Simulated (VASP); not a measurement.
## GaN: single point with PBE

Crystal: GaN.

```
CELL_PARAMETERS angstrom
3.19000 0.00000 0.00000
-1.59500 2.76262 0.00000
0.00000 0.00000 5.18600
ATOMIC_POSITIONS crystal
Ga 0.33333 0.66667 0.00000
Ga 0.66667 0.33333 0.50000
N 0.33333 0.66667 0.37890
N 0.66667 0.33333 0.87890
```

| Quantity | Value |
| --- | --- |
| Program | VASP 6.6.1 |
| Task | single point |
| Functional | PBE |
| Potentials or basis | VASP PAW PBE potentials, release 64 (Ga_d, N) |
| Cutoff | 600 eV |
| k mesh | 6 × 6 × 4 |
| Occupations | gaussian, width 0.01 eV |
| Spin | no spin polarisation |

- Pressure: 5.2 GPa
- Largest force: 0.111 eV/Å
- Band gap on the k mesh: 1.92 eV, direct

Forces on the atoms (eV/Å):
```
Ga   0.000  0.000  0.111
Ga   0.000  0.000  0.111
N    0.000  0.000 -0.111
N    0.000  0.000 -0.111
```

Stress tensor (GPa, compression positive):
```
5.34 0.00 0.00
0.00 5.34 0.00
0.00 0.00 4.87
```

Levels at points of the mesh, in eV from the valence-band top:
```tsv
k point	band 16	band 17	band 18	band 19	band 20	band 21
(0.00, 0.00, 0.00)	0.00	0.00	0.00	1.92	4.22	9.22
(0.50, 0.00, 0.00)	-2.74	-2.15	-1.01	5.05	5.57	6.09
(0.00, 0.00, 0.50)	-0.53	-0.53	-0.53	4.25	4.25	8.47
(0.50, 0.00, 0.50)	-1.95	-1.85	-1.85	4.43	4.43	7.75
```

It took 59 s on 1 thread of Intel Xeon 8259CL (shared host), peak memory 0.19 GiB.

Expect the measured gap to be larger: semilocal functionals such as PBE lack the derivative discontinuity.
